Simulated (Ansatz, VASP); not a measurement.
**One calculation of RbBr, two programs**

Contents of POSCAR:

```
RbBr
1.0
    0.0000000000      3.8694968646      3.8694968646
    3.8694968646      0.0000000000      3.8694968646
    3.8694968646      3.8694968646      0.0000000000
Rb Br
1 1
Direct
    0.0000000000      0.0000000000      0.0000000000
    0.2500000000      0.2500000000      0.2500000000
```

Contents of INCAR.step1:

```
  PREC = Accurate
  ENCUT = 520
  EDIFF = 1E-5
  ISMEAR = 0
  SIGMA = 0.01
  LREAL = False
  LASPH = True
  NELM = 80
  ALGO = Normal
  ISIF = 2
  LWAVE = True
  GGA = PE
  NBANDS = 15
```

INCAR.step2

```
  PREC = Accurate
  ENCUT = 520
  EDIFF = 1E-6
  ISMEAR = 0
  SIGMA = 0.01
  LREAL = False
  LASPH = True
  NELM = 80
  ALGO = Normal
  ISIF = 2
  LWAVE = False
  LCHARG = True
  GGA = PE
  LHFCALC = True
  AEXX = 0.05
  HFSCREEN = 0.3
  PRECFOCK = Normal
  LELF = True
  LVHAR = True
  ISTART = 1
  NBANDS = 15
```

The input KPOINTS:

```
regular mesh
0
Gamma
  4 4 4
```

Input for Ansatz:

```yaml
crystal:
  lattice:
    - [0.0, 3.8694968646, 3.8694968646]
    - [3.8694968646, 0.0, 3.8694968646]
    - [3.8694968646, 3.8694968646, 0.0]
  atoms:
    - { symbol: Rb, position: [0.0, 0.0, 0.0] }
    - { symbol: Br, position: [0.25, 0.25, 0.25] }
kpoints:
  mp_grid: { grid: [4, 4, 4] }
hamiltonian:
  xc: { exchange: pbe, correlation: pbe, exx: { coeff: 0.05, omega: 0.3 } }
scf:
  occupations: { method: fixed }
  n_extra_bands: 4
output:
  forces: true
  stress: true
  eigenvalues: true
```

Alike in both runs: task single point; functional PBE-based screened hybrid with a share of 0.05 of exact exchange and HFSCREEN = 0.3; k mesh 4 × 4 × 4; no spin polarisation.

```csv
,VASP,Ansatz
version,VASP 6.6.1,Ansatz 0.2.0
potentials or method,"VASP PAW PBE potentials, release 64 (Rb_sv, Br)",plane waves
plane-wave cutoff (eV),520,420
occupations,"gaussian, width 0.01 eV",fixed
valence electrons in the cell,16,16
```

```tsv
	VASP	Ansatz	Ansatz less VASP
gap on the k mesh at the Fermi level (eV)	4.25	4.25	-0.002
pressure (GPa)	0.2	0.2	-0.02
```

VASP's potentials were made for PBE, not for PBE-based screened hybrid. Ansatz's warnings: stress exchange threshold loose, stress scf threshold loose.
